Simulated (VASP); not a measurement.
# Al2O3 (R-3c) in VASP: settings compared, part 2 of 2

VASP 6.6.1. The steps go on from the part before.

**4. Relaxation of cell and atoms, PBE+D3(BJ)**

INCAR reads:

```
  ALGO = Normal
  EDIFF = 1E-6
  EDIFFG = -0.01
  ENCUT = 600
  GGA = PE
  IBRION = 2
  ISIF = 3
  ISMEAR = -1
  IVDW = 12
  LASPH = True
  LCHARG = False
  LREAL = False
  LWAVE = False
  NELM = 100
  NSW = 60
  PREC = Accurate
  SIGMA = 0.05
```

KPOINTS reads:

```
k-points
0
Gamma
  7 7 7
```

POSCAR reads:

```
Al2O3
1.0
    2.3802500000      1.3742379782      4.3318666667
   -2.3802500000      1.3742379782      4.3318666667
    0.0000000000     -2.7484759565      4.3318666667
Al O
4 6
Direct
    0.8521600000      0.8521600000      0.8521600000
    0.6478400000      0.6478400000      0.6478400000
    0.1478400000      0.1478400000      0.1478400000
    0.3521600000      0.3521600000      0.3521600000
    0.0566800000      0.7500000000      0.4433200000
    0.7500000000      0.4433200000      0.0566800000
    0.4433200000      0.0566800000      0.7500000000
    0.9433200000      0.2500000000      0.5566800000
    0.2500000000      0.5566800000      0.9433200000
    0.5566800000      0.9433200000      0.2500000000
```

Potentials or basis: VASP PAW PBE potentials, release 64 (Al, O).

Started as:

```bash
cat potpaw_PBE.64/Al/POTCAR potpaw_PBE.64/O/POTCAR > POTCAR
mpirun -np 1 vasp_std > vasp.out
```

OUTCAR:

```text
EDIFF = 1E-6
   EDIFFG = -0.01
   ENCUT = 600
   GGA = PE
   IBRION = 2
   ISIF = 3
   ISMEAR = -1
   IVDW = 12
   LASPH = True
   LREAL = False
   NELM = 100
   NSW = 60
   PREC = Accurate
 IVDW          = 12

 ion  position               nearest neighbor table
   1  0.852  0.852  0.852-   8 1.85   9 1.85  10 1.85   6 1.97   7 1.97   5 1.97   2 2.66   3 2.79
                             3 2.79   3 2.79   2 3.22   2 3.22   2 3.22
   2  0.648  0.648  0.648-   9 1.85   8 1.85  10 1.85   5 1.97   7 1.97   6 1.97   1 2.66   4 2.79
                             4 2.79   4 2.79   1 3.22   1 3.22   1 3.22
   3  0.148  0.148  0.148-   5 1.85   6 1.85   7 1.85   9 1.97  10 1.97   8 1.97   4 2.66   1 2.79
                             1 2.79   1 2.79   4 3.22   4 3.22   4 3.22
   4  0.352  0.352  0.352-   6 1.85   5 1.85   7 1.85   8 1.97  10 1.97   9 1.97   3 2.66   2 2.79
                             2 2.79   2 2.79   3 3.22   3 3.22   3 3.22
   5  0.057  0.750  0.443-   3 1.85   4 1.85   2 1.97   1 1.97
   6  0.750  0.443  0.057-   4 1.85   3 1.85   1 1.97   2 1.97
   7  0.443  0.057  0.750-   3 1.85   4 1.85   1 1.97   2 1.97
   8  0.943  0.250  0.557-   1 1.85   2 1.85   4 1.97   3 1.97
   9  0.250  0.557  0.943-   2 1.85   1 1.85   3 1.97   4 1.97
  10  0.557  0.943  0.250-   1 1.85   2 1.85   3 1.97   4 1.97

  LATTYP: Found a trigonal (rhomboedric) cell.
 ALAT       =     5.1302230849
 COS(alpha) =     0.5694707703

  Lattice vectors:

 A1 = (   2.3802500000,   1.3742379782,   4.3318666667)
 A2 = (  -2.3802500000,   1.3742379782,   4.3318666667)
 A3 = (   0.0000000000,  -2.7484759565,   4.3318666667)

Analysis of symmetry for initial positions (statically):
=====================================================================
 Subroutine PRICEL returns:
 Original cell was already a primitive cell.

 Routine SETGRP: Setting up the symmetry group for a
 trigonal (rhombohedral) supercell.

 Subroutine GETGRP returns: Found 12 space group operations
 (whereof  6 operations were pure point group operations)
 out of a pool of 12 trial point group operations.

The static configuration has the point symmetry S_6 .
 The point group associated with its full space group is D_3d.

Analysis of symmetry for dynamics (positions and initial velocities):
[... 134 lines left out ...]
   ISIF   =      3    stress and relaxation
   ISYM   =      2    0-nonsym 1-usesym 2-fastsym
   POTIM  = 0.5000    time-step for ionic-motion
   TEBEG  =    0.0;   TEEND  =   0.0 temperature during run
   PSTRESS=    0.0 pullay stress
   NELECT =      48.0000    total number of electrons
   NUPDOWN=      -1.0000    fix difference up-down
   EMIN   =  10.00;   EMAX   =-10.00  energy-range for DOS
   EFERMI =   0.00;   METHOD = LEGACY
   ISMEAR =    -1;   SIGMA  =   0.05  broadening in eV -4-tet -1-fermi 0-gaus
   EFERMI_NEDOS =   21; number of points for ismear=-14 and -15
   IALGO  =     38    algorithm
   IMIX   =      4    mixing-type and parameters
     AMIX     =   0.40;   BMIX     =  1.00
     AMIX_MAG =   1.60;   BMIX_MAG =  1.00
  volume/ion in A,a.u.               =       8.50        57.37
  Fermi-wavevector in a.u.,A,eV,Ry     =   1.353064  2.556920 24.909299  1.830782
  Thomas-Fermi vector in A             =   2.480350
   LORBIT       =      0    0 simple, 1 ext, 2 COOP (PROOUT), +10 PAW based schemes
   GGA     = PE    functional components
   LHFCALC =     F    Hartree Fock is set to
   AEXX    =    0.0000 exact exchange contribution
   IVDW    =    12    specifies the selected vdW correction
   LEPSILON=     F    determine dielectric tensor
   LRPA    =     F    only Hartree local field effects (RPA)
 conjugate gradient relaxation of ions
 non-spin polarized calculation
  energy-cutoff  :      600.00
  volume of cell :       85.02
 maximum number of plane-waves:      2867
 NGX is ok and might be reduce to    42
   NGX = 21   NGY = 21   NGZ = 21

--------------------------------------- Ionic step        1  -------------------------------------------

 number of electron      48.0000003 magnetization

 Free energy of the ion-electron system (eV)
  ---------------------------------------------------
  ext. energy  EPLUGINS =         0.00000000
  ---------------------------------------------------
  free energy    TOTEN  =       -74.77325163 eV

  energy without entropy =      -74.77325163  energy(sigma->0) =      -74.77325163

------------------------ aborting loop because EDIFF is reached ----------------------------------------

 Edisp (eV)   -2.36741

 E8    (eV) :    -0.8940
[... 183 lines left out ...]
--------------------------------------- Ionic step        5  -------------------------------------------

 number of electron      48.0000002 magnetization

 Free energy of the ion-electron system (eV)
  ---------------------------------------------------
  ext. energy  EPLUGINS =         0.00000000
  ---------------------------------------------------
  free energy    TOTEN  =       -74.80205155 eV

  energy without entropy =      -74.80205155  energy(sigma->0) =      -74.80205155

 E-fermi :   7.1837     XC(G=0): -11.6381

 val. band max:        6.0323435987   @ k =   0.0000   0.0000   0.0000
 cond. band min:      12.1285316922   @ k =   0.0000   0.0000   0.0000
 fundamental gap:      6.0961880935
 Fermi energy:         7.1837496322

 k-point     1 :       0.0000    0.0000    0.0000
  band No.  band energies     occupation
      1     -13.1409      2.00000
      2     -10.8403      2.00000
      3     -10.5704      2.00000
      4     -10.5704      2.00000
      5     -10.2568      2.00000
      6     -10.2568      2.00000
[... 781 lines left out ...]
     29      17.2392      0.00000
     30      17.3587      0.00000

 [... further k-points ...]

------------------------ aborting loop because EDIFF is reached ----------------------------------------

 Edisp (eV)   -2.34445

 E8    (eV) :    -0.8853
[... 33 lines left out ...]
  FREE ENERGIE OF THE ION-ELECTRON SYSTEM (eV)
  ---------------------------------------------------
  free  energy   TOTEN  =       -77.1465029961 eV

  energy  without entropy=      -77.1465029961  energy(sigma->0) =      -77.14650300

 reached required accuracy - stopping structural energy minimisation
```

Wall time 5.8 min (1 thread of Intel Xeon Platinum 8488C (Sapphire Rapids), shared host); peak memory 0.35 GiB.

Results:

```
Free energy                           : -77.1465 eV
Relaxed volume                        : 8.58 Å³/atom
Relaxed cell                          : a = 5.145 Å, b = 5.145 Å, c = 5.145 Å, α = 55.33°, β = 55.33°, γ = 55.33°
Space group after relaxing (to 0.1 Å) : R-3c (No. 167)
Energy gained by relaxing             : 0.6 meV/atom
Ionic steps                           : 5
Pressure after relaxing               : 0.0 GPa
Largest force after relaxing          : 0.004 eV/Å
Band gap on the k mesh                : 6.10 eV
Dispersion energy per atom            : -0.234 eV
```

Forces on the atoms (eV/Å):
```
Al   0.000  0.000  0.004
Al   0.000  0.000 -0.004
Al   0.000  0.000 -0.004
Al   0.000  0.000  0.004
O    0.000  0.001  0.000
O    0.000 -0.001  0.000
O   -0.001  0.000  0.000
O    0.000 -0.001  0.000
O    0.000  0.001  0.000
O    0.001  0.000  0.000
```

The path:
| step | energy change (eV) | largest force (eV/Å) | pressure (GPa) | volume (Å³) |
| --- | --- | --- | --- | --- |
| 1 | 0.0000 | 0.0293 | 2.29 | 85.02 |
| 2 | -0.0014 | 0.0205 | -1.95 | 86.52 |
| 3 | -0.0058 | 0.0172 | -0.01 | 85.82 |
| 4 | -0.0058 | 0.0173 | -0.06 | 85.83 |
| 5 | -0.0058 | 0.0039 | -0.04 | 85.83 |

Final structure:
```yaml
crystal:
  lattice:
    - [2.38854, 1.37903, 4.34290]
    - [-2.38854, 1.37903, 4.34290]
    - [0.00000, -2.75805, 4.34290]
  atoms:
    - { symbol: Al, position: [0.85209, 0.85209, 0.85209] }
    - { symbol: Al, position: [0.64791, 0.64791, 0.64791] }
    - { symbol: Al, position: [0.14791, 0.14791, 0.14791] }
    - { symbol: Al, position: [0.35209, 0.35209, 0.35209] }
    - { symbol: O, position: [0.05639, 0.75000, 0.44361] }
    - { symbol: O, position: [0.75000, 0.44361, 0.05639] }
    - { symbol: O, position: [0.44361, 0.05639, 0.75000] }
    - { symbol: O, position: [0.94361, 0.25000, 0.55639] }
    - { symbol: O, position: [0.25000, 0.55639, 0.94361] }
    - { symbol: O, position: [0.55639, 0.94361, 0.25000] }
```

**5. The runs side by side**

```tsv
level	gap on the mesh (eV)	pressure (GPa)	relaxed volume (Å³/atom)
RPBE	5.72	-0.1	8.92
PBEsol+D3(BJ)	6.24	0.1	8.42
PBE+D3(BJ)	6.10	0.0	8.58
```

Alike in all rows: task relaxation of cell and atoms; potentials or basis VASP PAW PBE potentials, release 64 (Al, O); no spin polarisation; cell relaxed; k mesh 7 × 7 × 7; cutoff (eV) 600; smearing fermi-dirac 0.05 eV.

Caveats: the PAW data sets were made with another functional, which shifts forces and pressure a little (at least some runs).

Total energies depend on the potentials used, so only differences within one code and one set of settings carry meaning.
